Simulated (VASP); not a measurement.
CdCuI3:

```xyz
5
Lattice="5.3785 0.0000 0.0000 0.0000 5.3785 0.0000 0.0000 0.0000 5.3785" Properties=species:S:1:pos:R:3 pbc="T T T"
Cd    0.0000    0.0000    0.0000
Cu    2.6893    2.6893    2.6893
I     0.0000    2.6893    2.6893
I     2.6893    0.0000    2.6893
I     2.6893    2.6893    0.0000
```

| Item | Value |
| --- | --- |
| Program | VASP 6.6.1 |
| Task | relaxation of cell and atoms |
| Functional | PBE |
| Potentials or basis | VASP PAW PBE potentials, release 64 (Cd, Cu, I) |
| Cutoff | 600 eV |
| k mesh | 8 × 8 × 8 |
| Occupations | gaussian, width 0.1 eV |
| Spin | no spin polarisation |

At the start: pressure 1.5 GPa; volume 31.12 Å³/atom.

**Question.** Where does the relaxation end?

**Answer.** Over 6 steps the energy falls by 6.9 meV/atom and the volume is 32.69 Å³/atom (+5.0 %); space group Pm-3m (No. 221, to 0.1 Å) before and after.

The path:
| step | energy change (eV) | largest force (eV/Å) | pressure (GPa) | volume (Å³) |
| --- | --- | --- | --- | --- |
| 1 | 0.0000 | 0.0000 | 1.51 | 155.59 |
| 2 | -0.0340 | 0.0000 | 0.25 | 162.27 |
| 3 | -0.0340 | 0.0000 | -0.16 | 164.47 |
| 4 | -0.0346 | 0.0000 | 0.05 | 163.60 |
| 5 | -0.0345 | 0.0000 | -0.07 | 163.82 |
| 6 | -0.0346 | 0.0000 | -0.01 | 163.44 |

Final structure:
```
CELL_PARAMETERS angstrom
5.46747 0.00000 0.00000
0.00000 5.46747 0.00000
0.00000 0.00000 5.46747
ATOMIC_POSITIONS crystal
Cd 0.00000 0.00000 0.00000
Cu 0.50000 0.50000 0.50000
I 0.00000 0.50000 0.50000
I 0.50000 0.00000 0.50000
I 0.50000 0.50000 0.00000
```
